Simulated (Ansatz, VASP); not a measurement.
# One calculation of HfB2, two programs

The input INCAR:

```
SYSTEM = HfB2
ALGO = Normal ; EDIFF = 1E-6
EDIFFG = -0.01 ; ENCUT = 600
GGA = VW ; IBRION = 2
ISIF = 3 ; ISMEAR = -1
ISPIN = 2 ; LASPH = .TRUE.
LCHARG = .FALSE. ; LMAXMIX = 4
LORBIT = 11 ; LREAL = .FALSE.
LWAVE = .FALSE. ; MAGMOM = 0.55 0 0
NELM = 150 ; NSW = 80
PREC = Accurate ; SIGMA = 0.025
```

The input KPOINTS:

```
k-points
0
G
  10 10 8
  0 0 0
```

Contents of POSCAR:

```
HfB2
1.0
    3.1400000000      0.0000000000      0.0000000000
   -1.5700000000      2.7193197679      0.0000000000
    0.0000000000      0.0000000000      3.4800000000
Hf B
1 2
Direct
    0.0000000000      0.0000000000      0.0000000000
    0.6666666667      0.3333333333      0.5000000000
    0.3333333333      0.6666666667      0.5000000000
```

The input input.yaml:

```yaml
crystal:
  lattice:
    - [3.14, 0.0, 0.0]
    - [-1.57, 2.7193197679, 0.0]
    - [0.0, 0.0, 3.48]
  atoms:
    - { symbol: Hf, position: [0.0, 0.0, 0.0], spin: 0.55 }
    - { symbol: B, position: [0.6666666667, 0.3333333333, 0.5] }
    - { symbol: B, position: [0.3333333333, 0.6666666667, 0.5] }
kpoints:
  mp_grid: { grid: [10, 10, 8] }
scf:
  occupations: { method: fermi_dirac, width: 0.025 }
hamiltonian:
  xc: { exchange: slater, correlation: vwn5 }
  pseudopotentials:
    kind: all_electron
    lapw: { basis_error: 0.00025 }
    nuclear_model: point
magnetization:
  spin_polarized: true
output:
  forces: true
  stress: true
relax:
  f_tol: 0.01
  max_steps: 60
  cell: {}
```

Alike in both runs: task relaxation of cell and atoms; functional SVWN5; k mesh 10 × 10 × 8; occupations fermi-dirac, width 0.025 eV; collinear spin.

```csv
,VASP,Ansatz
version,VASP 6.6.1,Ansatz 0.2.0
potentials or method,"VASP PAW PBE potentials, release 64 (Hf_pv, B), cutoff 600 eV","all-electron LAPW, point nuclei"
```

```tsv
	VASP	Ansatz	Ansatz less VASP
net moment per atom (μB)	0.00	0.00	-0.002
relaxed volume (Å³/atom)	9.53	9.51	-0.016
relaxed length of the cell vector where the two differ most in proportion (Å)	3.430	3.427	-0.0032
```

VASP's potentials were made for PBE, not for SVWN5. Ansatz ran all-electron here, and VASP with PAW potentials.

Neither program's run includes spin-orbit coupling.
